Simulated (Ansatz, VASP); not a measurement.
## KTaO3 in VASP and in Ansatz

```
CELL_PARAMETERS angstrom
3.99013 0.00000 0.00000
0.00000 3.99013 0.00000
0.00000 0.00000 3.87043
ATOMIC_POSITIONS crystal
K 0.00000 0.00000 0.00000
Ta 0.50000 0.50000 0.50000
O 0.50000 0.50000 0.00000
O 0.50000 0.00000 0.50000
O 0.00000 0.50000 0.50000
```

Change from the starting cell: uniaxial_z strain -3.0%.

Alike in both runs: task single point; functional HSE06; k mesh 4 × 4 × 4; no spin polarisation.

|  | VASP | Ansatz |
| --- | --- | --- |
| version | VASP 6.6.1 | Ansatz 0.2.0 |
| potentials or method | VASP PAW PBE potentials, release 64 (K_sv, Ta_pv, O) | plane waves, PAW |
| plane-wave cutoff (eV) | 520 | 420 |
| occupations | gaussian, width 0.01 eV | fixed |
| valence electrons in the cell | 38 | 40 |

Ansatz gave:

| Item | Value |
| --- | --- |
| gap on the k mesh at the Fermi level (eV) | 3.58 |
| pressure (GPa) | 6.6 |
| traceless stress, the component that is largest in VASP (GPa) | 9.02 |

Problem. Estimate VASP's values.

Solution. gap on the k mesh at the Fermi level (eV): 3.49; pressure (GPa): 7.0; traceless stress, the component that is largest in VASP (GPa): 9.13.

VASP's potentials hold 38 valence electrons a cell and Ansatz's 40, so a difference there can come from the potentials and not from the codes. Ansatz's warnings: stress exchange threshold loose, stress scf threshold loose.

Spin-orbit coupling is off throughout.
